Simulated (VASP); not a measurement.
Write the native input for VASP 6.6.1 that does the following.

```
Task                   : relaxation of cell and atoms
Functional             : PBE
Potentials or basis    : VASP PAW PBE potentials, release 64 (Ga_d, Sb_d_GW, N)
Cutoff                 : 700 eV
k mesh                 : 3 × 3 × 2
Occupations            : gaussian, width 0.1 eV
Spin                   : no spin polarisation
Dipole correction      : no
Further INCAR settings : ALGO = Normal; EDIFF = 1e-07; IBRION = 2; EDIFFG = -0.04; NSW = 90; ISIF = 3
```

The structure of Ga3SbN2 lies in POSCAR:

```
Ga3SbN2
1.0
    5.8002614500      0.0000000000      0.0000000000
   -2.9001307200      5.0231737600      0.0000000000
    0.0000000000      0.0000000000      7.5784924100
Ga Sb N
3 1 2
Direct
    0.5000000000      0.0000000000      0.2676612400
    0.0000000000      0.5000000000      0.2676612400
    0.5000000000      0.5000000000      0.2676612400
    0.0000000000      0.0000000000      0.5997005700
    0.3333333300      0.6666666700      0.0091193600
    0.6666666700      0.3333333300      0.0091193600
```

The cell was generated, and may not be a known phase.

These files were run (other wordings do the same):

INCAR

```
SYSTEM = Ga3SbN2
  PREC = Accurate
  ENCUT = 700
  EDIFF = 1E-7
  ISMEAR = 0
  SIGMA = 0.1
  LREAL = .False.
  LASPH = .True.
  NELM = 120
  ALGO = Normal
  ISIF = 3
  LWAVE = .False.
  LCHARG = .False.
  GGA = PE
  IBRION = 2
  NSW = 90
  EDIFFG = -0.04
  GGA_COMPAT = .False.
  NELMIN = 4
```

KPOINTS

```
regular mesh
0
Gamma
  3 3 2
  0 0 0
```

Potentials or basis: VASP PAW PBE potentials, release 64 (Ga_d, Sb_d_GW, N).

Run with:

```sh
$ cat potpaw_PBE.64/Ga_d/POTCAR potpaw_PBE.64/Sb_d_GW/POTCAR potpaw_PBE.64/N/POTCAR > POTCAR
$ mpirun -np 1 vasp_std > vasp.out
```

Results of the run:

* Relaxed volume: 16.09 Å³/atom
* Relaxed cell: a = 5.953 Å, b = 5.953 Å, c = 3.146 Å, α = 90.00°, β = 90.00°, γ = 120.00°
* Space group after relaxing (to 0.1 Å): P6mm (No. 183)
* Pressure after relaxing: 0.0 GPa
* Largest force after relaxing: 0.031 eV/Å
* Band gap on the k mesh: zero (bands 32 and 33 overlap by 1.73 eV)

Caveat: the k points lie up to 1.00 Å⁻¹ apart in the final cell, too coarse for converged energies and pressures of a metal; the volume moved by over 15 % at a fixed basis, so the end points are rough; spin-orbit coupling is left out, which moves the levels of the heavy elements.

It took 63 min on 1 thread of Intel(R) Xeon(R) Platinum 8259CL CPU @ 2.50GHz (Skylake/Cascade Lake), with other jobs on the host, peak memory 0.57 GiB.
